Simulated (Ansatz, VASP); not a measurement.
One calculation of TaN, two programs

INCAR

```
  PREC = Accurate
  ENCUT = 520
  EDIFF = 1E-6
  ISMEAR = 0
  SIGMA = 0.15
  LREAL = False
  LASPH = True
  NELM = 60
  ALGO = Normal
  ISIF = 2
  LWAVE = False
  LCHARG = False
  GGA = PS
  NBANDS = 15
```

Contents of KPOINTS:

```
regular mesh
0
Gamma
  18 18 16
```

File POSCAR:

```
TaN
1.0
    2.9379988584      0.0000000000      0.0000000000
   -1.4689994292      2.5443816477      0.0000000000
    0.0000000000      0.0000000000      2.8830000000
Ta N
1 1
Direct
    0.3333333333      0.6666666667      0.5000000000
    0.0000000000      0.0000000000      0.0780437045
```

Input for Ansatz:

```yaml
crystal:
  lattice:
    - [2.9379988584, 0.0, 0.0]
    - [-1.4689994292, 2.5443816477, 0.0]
    - [0.0, 0.0, 2.883]
  atoms:
    - { symbol: Ta, position: [0.3333333333, 0.6666666667, 0.5] }
    - { symbol: "N", position: [0.0, 0.0, 0.0780437045] }
basis:
  ecutwfc: 420
kpoints:
  mp_grid: { grid: [18, 18, 16] }
hamiltonian:
  xc: pbesol
scf:
  occupations: { method: gaussian, width: 0.15 }
output:
  forces: true
  stress: true
  eigenvalues: true
```

Change from the starting cell: all N atoms moved +0.225 Å, as atom 2 along Cartesian [0 0 1].

Alike in both runs: task single point; functional PBEsol; k mesh 18 × 18 × 16; occupations gaussian, width 0.15 eV; no spin polarisation.

|  | VASP | Ansatz |
| --- | --- | --- |
| version | VASP 6.6.1 | Ansatz 0.2.0 |
| potentials or method | VASP PAW PBE potentials, release 64 (Ta_pv, N), cutoff 520 eV | scalar-relativistic, plane waves, PAW |
| valence electrons in the cell | 16 | 18 |

VASP gave:

- gap on the k mesh at the Fermi level (eV): none
- pressure (GPa): 6.6
- traceless stress, the component that is largest in VASP (GPa): 1.01
- rms of the force components (eV/Å): 1.990

Task: What did Ansatz give for the same quantities?

Result: gap on the k mesh at the Fermi level (eV): none; pressure (GPa): 5.7; traceless stress, the component that is largest in VASP (GPa): 0.94; rms of the force components (eV/Å): 1.971.

VASP's potentials were made for PBE, not for PBEsol. Atom by atom the forces differ by 0.019 eV/Å (rms over components). A gap of «none» marks a metal or a gap that the smearing closes. VASP's potentials hold 16 valence electrons a cell and Ansatz's 18, so a difference there can come from the potentials and not from the codes.

Neither program's run includes spin-orbit coupling.
